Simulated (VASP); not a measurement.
Write the native input for VASP 6.6.1 that does the following.

| Property | Result |
| --- | --- |
| Task | single point |
| Functional | PBE |
| Potentials or basis | VASP PAW PBE potentials, release 64 (Zn, Mo_sv) |
| Cutoff | 520 eV |
| k mesh | 6 × 6 × 6 |
| Occupations | methfessel-paxton, width 0.1 eV |
| Spin | no spin polarisation |
| Dipole correction | no |
| Further INCAR settings | ALGO = Normal; EDIFF = 1e-07; NBANDS = 35 |

The structure of ZnMo3 lies in POSCAR:

```
ZnMo3
1.0
    4.0330938797      0.0000000000      0.0000000000
    0.0000000000      4.0330938797      0.0000000000
    0.0000000000      0.0000000000      4.0330938797
Zn Mo
1 3
Direct
    0.0000000000      0.0000000000      0.0000000000
    0.0000000000      0.5000000000      0.5000000000
    0.5000000000      0.0000000000      0.5000000000
    0.5000000000      0.5000000000      0.0000000000
```

These files were run (other wordings do the same):

INCAR

```
SYSTEM = ZnMo3
PREC = Accurate
ENCUT = 520
EDIFF = 1E-7
ISMEAR = 1
SIGMA = 0.1
LREAL = .False.
LASPH = .True.
NELM = 60
ALGO = Normal
ISIF = 2
LWAVE = .False.
LCHARG = .True.
GGA = PE
LELF = .True.
LVHAR = .True.
NBANDS = 35
```

KPOINTS

```
regular mesh
0
Gamma
  6 6 6
  0 0 0
```

Potentials or basis: VASP PAW PBE potentials, release 64 (Zn, Mo_sv).

Launch:

```console
$ cat potpaw_PBE.64/Zn/POTCAR potpaw_PBE.64/Mo_sv/POTCAR > POTCAR
$ mpirun -np 1 vasp_std > vasp.out
```

It gave:

```json
{
  "Pressure": "-13.3 GPa",
  "Band gap on the k mesh": "zero (bands 27 and 28 overlap by 1.36 eV)"
}
```

Caveat: the cell stands under tension.

Wall time 92 s on 1 thread of Intel Xeon 8259CL, on a shared host, peak memory 0.19 GiB.
